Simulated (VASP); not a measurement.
# Ca (Fm-3m) in VASP: a series of runs, part 2 of 2

VASP 6.6.1. The steps go on from the part before.

## (3) Relaxation of cell and atoms, PBE

This run uses another cell than the first one, of 41.72 Å³/atom, 0.989 times its volume.

INCAR reads:

```
PREC = Accurate
ENCUT = 600
EDIFF = 1E-7
ISMEAR = 0
SIGMA = 0.1
LREAL = F
LASPH = T
NELM = 80
ALGO = Normal
ISIF = 3
LWAVE = F
LCHARG = F
GGA = PE
IBRION = 2
NSW = 80
EDIFFG = -0.01
```

KPOINTS reads:

```
Automatic mesh
0
Gamma
  14 14 14
```

POSCAR reads:

```
Ca
1.0
    0.0000000000      2.7527485121      2.7527485121
    2.7527485121      0.0000000000      2.7527485121
    2.7527485121      2.7527485121      0.0000000000
Ca
1
Direct
    0.0000000000      0.0000000000      0.0000000000
```

Potentials or basis: VASP PAW PBE potentials, release 64 (Ca_sv).

The run is started by

```sh
$ cat potpaw_PBE.64/Ca_sv/POTCAR > POTCAR
$ mpirun -np 1 vasp_std > vasp.out
```

OUTCAR:

```text
PREC = Accurate
   ENCUT = 600
   EDIFF = 1E-7
   ISMEAR = 0
   LREAL = F
   LASPH = T
   NELM = 80
   ISIF = 3
   GGA = PE
   IBRION = 2
   NSW = 80
   EDIFFG = -0.01

 ion  position               nearest neighbor table
   1  0.000  0.000  0.000-

  LATTYP: Found a face centered cubic cell.
 ALAT       =     5.5054970242

  Lattice vectors:

 A1 = (   0.0000000000,   2.7527485121,   2.7527485121)
 A2 = (   2.7527485121,   0.0000000000,   2.7527485121)
 A3 = (   2.7527485121,   2.7527485121,   0.0000000000)

Analysis of symmetry for initial positions (statically):
=====================================================================
 Subroutine PRICEL returns:
 Original cell was already a primitive cell.

 Routine SETGRP: Setting up the symmetry group for a
 face centered cubic supercell.

 Subroutine GETGRP returns: Found 48 space group operations
 (whereof 48 operations were pure point group operations)
 out of a pool of 48 trial point group operations.

The static configuration has the point symmetry O_h .

Analysis of symmetry for dynamics (positions and initial velocities):
=====================================================================
 Subroutine PRICEL returns:
 Original cell was already a primitive cell.

 Routine SETGRP: Setting up the symmetry group for a
 face centered cubic supercell.

 Subroutine GETGRP returns: Found 48 space group operations
 (whereof 48 operations were pure point group operations)
 out of a pool of 48 trial point group operations.

The dynamic configuration has the point symmetry O_h .

 Subroutine INISYM returns: Found 48 space group operations
 (whereof 48 operations are pure point group operations),
[... 124 lines left out ...]
   LRPA    =     F    only Hartree local field effects (RPA)
 conjugate gradient relaxation of ions
 non-spin polarized calculation
 Gauss-broadening in eV      SIGMA  =   0.10
  energy-cutoff  :      600.00
  volume of cell :       41.72
 maximum number of plane-waves:      1411
   NGX = 15   NGY = 15   NGZ = 15

--------------------------------------- Ionic step        1  -------------------------------------------

 number of electron      10.0000000 magnetization

 Free energy of the ion-electron system (eV)
  ---------------------------------------------------
  ext. energy  EPLUGINS =         0.00000000
  ---------------------------------------------------
  free energy    TOTEN  =        -1.93283168 eV

  energy without entropy =       -1.92580808  energy(sigma->0) =       -1.92931988

------------------------ aborting loop because EDIFF is reached ----------------------------------------

  FORCE on cell =-STRESS in cart. coord.  units (eV):
  Direction    XX          YY          ZZ          XY          YZ          ZX
  --------------------------------------------------------------------------------------
  -------------------------------------------------------------------------------------
  Total        0.0595642      0.0595642      0.0595642      0.0000000     -0.0000000     -0.0000000
  in kB        2.2875263      2.2875263      2.2875263      0.0000000     -0.0000000     -0.0000000
  external PRESSURE =       2.2875263 kB  Pullay stress =       0.0000000 kB
[... 57 lines left out ...]
--------------------------------------- Ionic step        3  -------------------------------------------

 number of electron      10.0000001 magnetization

 Free energy of the ion-electron system (eV)
  ---------------------------------------------------
  ext. energy  EPLUGINS =         0.00000000
  ---------------------------------------------------
  free energy    TOTEN  =        -1.93321368 eV

  energy without entropy =       -1.92620216  energy(sigma->0) =       -1.92970792

 E-fermi :   1.9463     XC(G=0):  -7.7307

 val. band max:        1.9317861221   @ k =  -0.4286   0.2143   0.0714
 cond. band min:       1.9763999007   @ k =  -0.3571   0.3571   0.0000
 fundamental gap:      0.0446137785
 Fermi energy:         1.9463197099

 k-point     1 :       0.0000    0.0000    0.0000
  band No.  band energies     occupation
      1     -40.0695      2.00000
      2     -20.9869      2.00000
      3     -20.9869      2.00000
      4     -20.9869      2.00000
      5      -2.0693      2.00000
      6       4.2874      0.00000
      7       4.2874      0.00000
      8       4.2874      0.00000
      9       5.3548      0.00000
[... 265 lines left out ...]
 k-point    24 :       0.2857    0.1429    0.0000
  band No.  band energies     occupation
      1     -40.0615      2.00000
      2     -21.0552      2.00000
      3     -21.0058      2.00000
      4     -21.0043      2.00000
      5      -0.8565      2.00000
      6       3.3277      0.00000
      7       4.2558      0.00000
      8       4.5992      0.00000
      9       5.0314      0.00000

 [... further k-points ...]

------------------------ aborting loop because EDIFF is reached ----------------------------------------

  FORCE on cell =-STRESS in cart. coord.  units (eV):
  Direction    XX          YY          ZZ          XY          YZ          ZX
  --------------------------------------------------------------------------------------
  -------------------------------------------------------------------------------------
  Total       -0.0009663     -0.0009663     -0.0009663      0.0000000      0.0000000      0.0000000
  in kB       -0.0366264     -0.0366264     -0.0366264      0.0000000      0.0000000      0.0000000
  external PRESSURE =      -0.0366264 kB  Pullay stress =       0.0000000 kB
[... 16 lines left out ...]
  FREE ENERGIE OF THE ION-ELECTRON SYSTEM (eV)
  ---------------------------------------------------
  free  energy   TOTEN  =        -1.9332136811 eV

  energy  without entropy=       -1.9262021643  energy(sigma->0) =       -1.92970792

 reached required accuracy - stopping structural energy minimisation
```

CONTCAR:

```text
Ca
   1.00000000000000
     0.0000000000000000    2.7648207687112785    2.7648207687112785
     2.7648207687112785   -0.0000000000000000    2.7648207687112785
     2.7648207687112785    2.7648207687112785   -0.0000000000000000
  Ca
     1
Direct
     0.0000000000000000    0.0000000000000000    0.0000000000000000

  0.00000000E+00  0.00000000E+00  0.00000000E+00
```

Run time: 61 s. Hardware: 1 thread of Intel Xeon Platinum 8488C (Sapphire Rapids), shared host; peak memory 0.21 GiB.

What came out:

| Quantity | Value |
| --- | --- |
| Free energy | -1.9332 eV |
| Relaxed volume | 42.27 Å³/atom |
| Relaxed cell | a = 3.910 Å, b = 3.910 Å, c = 3.910 Å, α = 60.00°, β = 60.00°, γ = 60.00° |
| Space group after relaxing (to 0.05 Å) | Fm-3m (No. 225) |
| Energy gained by relaxing | 0.4 meV/atom |
| Ionic steps | 3 |
| Pressure after relaxing | 0.0 GPa |
| Band gap on the k mesh | zero (band 5 reaches 2.11 eV, above the bottom of band 6 at 1.79 eV) |

Step by step:
```csv
step,energy change (eV),largest force (eV/Å),pressure (GPa),volume (Å³)
1,0.0000,0.0000,0.23,41.72
2,-0.0003,0.0000,0.08,42.08
3,-0.0004,0.0000,0.00,42.27
```

Final structure:
```yaml
crystal:
  lattice:
    - [0.00000, 2.76482, 2.76482]
    - [2.76482, 0.00000, 2.76482]
    - [2.76482, 2.76482, 0.00000]
  atoms:
    - { symbol: Ca, position: [0.00000, 0.00000, 0.00000] }
```
